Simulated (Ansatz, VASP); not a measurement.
Given: the input of a run of VASP 6.6.1 on AlNi.

File INCAR:

```
SYSTEM = AlNi
PREC = Accurate
ENCUT = 520
EDIFF = 1E-7
ISMEAR = -1
SIGMA = 0.05
LREAL = .False.
LASPH = .True.
NELM = 150
ALGO = Normal
ISIF = 2
LWAVE = .False.
LCHARG = .True.
ISPIN = 2
MAGMOM = 1 0
LORBIT = 11
LMAXMIX = 4
GGA = PS
LELF = .True.
LVHAR = .True.
NBANDS = 18
```

File KPOINTS:

```
regular mesh
0
Gamma
  9 9 9
  0 0 0
```

POSCAR

```
AlNi
1.0
    2.8616638469      0.0000000000      0.0000000000
    0.0000000000      2.8616638469      0.0000000000
    0.0000000000      0.0000000000      2.8616638469
Ni Al
1 1
Direct
    0.5000000000      0.5000000000      0.5000000000
    0.0000000000      0.0000000000      0.0000000000
```

Potentials or basis: VASP PAW PBE potentials, release 64 (Ni, Al).

Run with:

```bash
$ cat potpaw_PBE.64/Ni/POTCAR potpaw_PBE.64/Al/POTCAR > POTCAR
$ mpirun -np 1 vasp_std > vasp.out
```

**Question.** Translate it to Ansatz 0.2.0. Potentials there: all-electron LAPW, scalar-relativistic.

**Answer.** As run (the cutoff follows the program's own potentials):

Contents of input.yaml:

```yaml
crystal:
  lattice:
    - [2.8616638469, 0.0, 0.0]
    - [0.0, 2.8616638469, 0.0]
    - [0.0, 0.0, 2.8616638469]
  atoms:
    - { symbol: Ni, position: [0.5, 0.5, 0.5], spin: 1.0 }
    - { symbol: Al, position: [0.0, 0.0, 0.0] }
kpoints:
  mp_grid: { grid: [9, 9, 9] }
scf:
  occupations: { method: fermi_dirac, width: 0.05 }
hamiltonian:
  xc: pbesol
  pseudopotentials: { kind: all_electron, lapw: { basis_error: 0.001 } }
magnetization:
  spin_polarized: true
output:
  forces: true
  stress: true
  eigenvalues: true
```

Potentials or basis: all-electron LAPW, scalar-relativistic.

Launch:

```sh
$ ansatz run input.yaml --threads 2 --pin off --max-ram 6144MiB --backend cpu --events-out ev --progress --plain --runs-dir out
```

Both were run:

|  | VASP | Ansatz | Ansatz less VASP |
| --- | --- | --- | --- |
| gap on the k mesh at the Fermi level (eV) | none | none | - |
| pressure (GPa) | 0.1 | 0.0 | -0.17 |
| net moment per atom (μB) | 0.00 | 0.00 | 0.000 |

VASP's potentials were made for PBE, not for PBEsol. A gap of «none» marks a metal or a gap that the smearing closes. Ansatz ran all-electron here, and VASP with PAW potentials.
